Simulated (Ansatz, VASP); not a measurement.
Ca3CdF8: VASP beside Ansatz

File POSCAR:

```
Ca3CdF8
1.0
    3.8394915705     -5.4268058284      0.0000000000
    3.8394915705      5.4268058284      0.0000000000
    0.0000000000      0.0000000000      3.8351405034
Ca F Cd
3 8 1
Direct
    0.0000000000      0.5000000000      0.0000000000
    0.0000000000      0.0000000000      0.5000000000
    0.5000000000      0.0000000000      0.0000000000
    0.3757082200      0.1261540443      0.5000000000
    0.1261540443      0.3757082200      0.5000000000
    0.8746346378      0.1253653622      0.0000000000
    0.6243384309      0.3756615691      0.0000000000
    0.3756615691      0.6243384309      0.0000000000
    0.1253653622      0.8746346378      0.0000000000
    0.8738459557      0.6242917800      0.5000000000
    0.6242917800      0.8738459557      0.5000000000
    0.5000000000      0.5000000000      0.5000000000
```

INCAR.step1

```
SYSTEM = Ca3CdF8
  PREC = Accurate
  ENCUT = 520
  ISMEAR = 0
  SIGMA = 0.01
  LREAL = .FALSE.
  LASPH = .TRUE.
  NELM = 60
  NBANDS = 61
  GGA = PE
  ALGO = Normal
  EDIFF = 1E-4
  LWAVE = .TRUE.
  LCHARG = .FALSE.
```

Contents of INCAR.step2:

```
SYSTEM = Ca3CdF8
  PREC = Accurate
  ENCUT = 520
  EDIFF = 1E-6
  ISMEAR = 0
  SIGMA = 0.01
  LREAL = .FALSE.
  LASPH = .TRUE.
  NELM = 60
  ALGO = Normal
  ISIF = 2
  LWAVE = .FALSE.
  LCHARG = .TRUE.
  METAGGA = R2SCAN
  LMIXTAU = .TRUE.
  LELF = .TRUE.
  LVHAR = .TRUE.
  NBANDS = 61
  ISTART = 1
```

Contents of KPOINTS:

```
Automatic mesh
0
G
  4 4 6
  0 0 0
```

Input for Ansatz:

```yaml
crystal:
  lattice:
    - [3.8394915705, -5.4268058284, 0.0]
    - [3.8394915705, 5.4268058284, 0.0]
    - [0.0, 0.0, 3.8351405034]
  atoms:
    - { symbol: Ca, position: [0.0, 0.5, 0.0] }
    - { symbol: F, position: [0.37570822, 0.1261540443, 0.5] }
    - { symbol: F, position: [0.1261540443, 0.37570822, 0.5] }
    - { symbol: Cd, position: [0.5, 0.5, 0.5] }
    - { symbol: F, position: [0.8746346378, 0.1253653622, 0.0] }
    - { symbol: F, position: [0.6243384309, 0.3756615691, 0.0] }
    - { symbol: Ca, position: [0.0, 0.0, 0.5] }
    - { symbol: F, position: [0.3756615691, 0.6243384309, 0.0] }
    - { symbol: F, position: [0.1253653622, 0.8746346378, 0.0] }
    - { symbol: Ca, position: [0.5, 0.0, 0.0] }
    - { symbol: F, position: [0.8738459557, 0.62429178, 0.5] }
    - { symbol: F, position: [0.62429178, 0.8738459557, 0.5] }
kpoints:
  mp_grid: { grid: [4, 4, 6] }
  band_path:
    path:
      - [0.0, 0.0, 0.0]
      - [-0.5, 0.5, 0.0]
      - [-0.3751407865, 0.6248592135, 0.0]
      - [0.3751407865, 0.3751407865, 0.0]
      - [0.0, 0.0, 0.5]
      - [0.3751407865, 0.3751407865, 0.5]
      - [-0.3751407865, 0.6248592135, 0.5]
      - [-0.5, 0.5, 0.5]
      - [0.0, 0.5, 0.0]
      - [-0.125, 0.125, -0.5]
    npoints: 1
hamiltonian:
  xc: r2scan
scf:
  occupations: { method: fixed }
  n_extra_bands: 7
output:
  forces: true
  stress: true
  eigenvalues: true
```

Alike in both runs: task single point; functional r2SCAN; k mesh 4 × 4 × 6; no spin polarisation.

```csv
,VASP,Ansatz
version,VASP 6.6.1,Ansatz 0.2.0
potentials or method,"VASP PAW PBE potentials, release 64 (Ca_sv, F, Cd)","plane waves, PAW"
plane-wave cutoff (eV),520,500
occupations,"gaussian, width 0.01 eV",fixed
valence electrons in the cell,98,106
```

VASP gave:

| Property | Result |
| --- | --- |
| gap on the k mesh at the Fermi level (eV) | 5.99 |
| pressure (GPa) | 0.7 |
| rms of the force components (eV/Å) | 0.006 |

Task: What did Ansatz give for the same quantities?

Result: gap on the k mesh at the Fermi level (eV): 6.02; pressure (GPa): 0.0; rms of the force components (eV/Å): 0.000.

VASP's potentials were made for PBE, not for r2SCAN. VASP's potentials hold 98 valence electrons a cell and Ansatz's 106, so a difference there can come from the potentials and not from the codes.
